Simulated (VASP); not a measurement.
Input of a VASP 6.6.1 run:

Contents of INCAR:

```
  PREC = Accurate
  ENCUT = 520
  EDIFF = 1E-7
  ISMEAR = 0
  SIGMA = 0.02
  LREAL = False
  LASPH = True
  NELM = 80
  ALGO = Normal
  ISIF = 2
  LWAVE = False
  LCHARG = True
  GGA = PE
  LELF = True
  LVHAR = True
  NBANDS = 33
```

The input KPOINTS:

```
Automatic mesh
0
Gamma
  6 6 10
```

Contents of POSCAR:

```
TiO2
1.0
    4.6433174474      0.0000000000      0.0000000000
    0.0000000000      4.6433174474      0.0000000000
    0.0000000000      0.0000000000      2.9638682987
Ti O
2 4
Direct
    0.5000000000      0.5000000000      0.0000000000
    0.0000000000      0.0000000000      0.5000000000
    0.6948714801      0.6948714801      0.5000000000
    0.8051285199      0.1948714801      0.0000000000
    0.1948714801      0.8051285199      0.0000000000
    0.3051285199      0.3051285199      0.5000000000
```

Potentials or basis: VASP PAW PBE potentials, release 64 (Ti_sv, O).

Run with:

```bash
$ cat potpaw_PBE.64/Ti_sv/POTCAR potpaw_PBE.64/O/POTCAR > POTCAR
$ mpirun -np 1 vasp_std > vasp.out
```

Estimate the band gap on the k mesh.

1.84 eV.

Estimate the pressure.

0.7 GPa.

Stress tensor (GPa, compression positive):
```
0.55 0.00 0.00
0.00 0.55 0.00
0.00 0.00 0.88
```

A k mesh can miss the band edges.
